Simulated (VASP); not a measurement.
Wanted: the native input for a VASP 6.6.1 run.

| Quantity | Value |
| --- | --- |
| Task | single point |
| Functional | PBE |
| Potentials or basis | VASP PAW PBE potentials, release 64 (W_sv, C) |
| Cutoff | 520 eV |
| k mesh | 10 × 10 × 10 |
| Occupations | fermi-dirac, width 0.05 eV |
| Spin | no spin polarisation |
| Dipole correction | no |
| Further INCAR settings | ALGO = Normal; EDIFF = 1e-06; NBANDS = 16 |

The structure of WC lies in POSCAR:

```
WC
1.0
    0.0000000000      2.2215384142      2.2215384142
    2.2215384142      0.0000000000      2.2215384142
    2.2215384142      2.2215384142      0.0000000000
W C
1 1
Direct
    0.0000000000      0.0000000000      0.0000000000
    0.5000000000      0.5000000000      0.5000000000
```

This cell differs from its parent crystal: volume scaled by 1.04.

These files were run (other wordings do the same):

INCAR

```
ALGO = Normal ; EDIFF = 1E-6
ENCUT = 520 ; GGA = PE
ISIF = 2 ; ISMEAR = -1
LASPH = T ; LCHARG = T
LELF = T ; LREAL = F
LVHAR = T ; LWAVE = F
NBANDS = 16 ; NELM = 80
PREC = Accurate ; SIGMA = 0.05
```

KPOINTS

```
k-points
0
Gamma
  10 10 10
```

Potentials or basis: VASP PAW PBE potentials, release 64 (W_sv, C).

Launch:

```console
$ cat potpaw_PBE.64/W_sv/POTCAR potpaw_PBE.64/C/POTCAR > POTCAR
$ mpirun -np 1 vasp_std > vasp.out
```

It gave:

```
Pressure               : -13.7 GPa
Band gap on the k mesh : zero (band 9 reaches 12.78 eV, above the bottom of band 10 at 9.79 eV)
```

Caveat: spin-orbit coupling is left out, which moves the levels of the heavy elements.

It took 23 s on 1 thread of AMD EPYC 7R43 64-Core Processor (Zen 3), on a shared host, peak memory 0.11 GiB.
